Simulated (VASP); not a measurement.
Runs of VASP 6.6.1 on Mn. The structure is that of space group Im-3m (No. 229), or close to it. The cells are those of the table. 

```tsv
task	cell	gap on the mesh (eV)	pressure (GPa)	moment (μB)
single point	a = 2.623 Å, angles 109.5°, 1 atom	none	(a)	1.25
single point	a = 2.690 Å, angles 109.5°, 1 atom	none	-3.3	3.49
electric field gradients	a = 2.623 Å, angles 109.5°, 1 atom	none	-34.0	1.25
single point	a = 2.712 Å, angles 109.5°, 1 atom	none	-3.9	(b)
```

Alike in all rows: level PBE; potentials or basis VASP PAW PBE potentials, release 64 (Mn_pv); spin collinear, ferromagnetic start; k mesh 19 × 19 × 19; cutoff (eV) 520; smearing fermi-dirac 0.03 eV.

Question: Fill in the values left out.

Answer: (a) -33.9; (b) 3.58.

Caveats: the moment fell far below its start of 4 μB, so a state of higher moment may lie lower in energy (some runs).

A gap of «none» marks levels without a gap at the run's occupations.
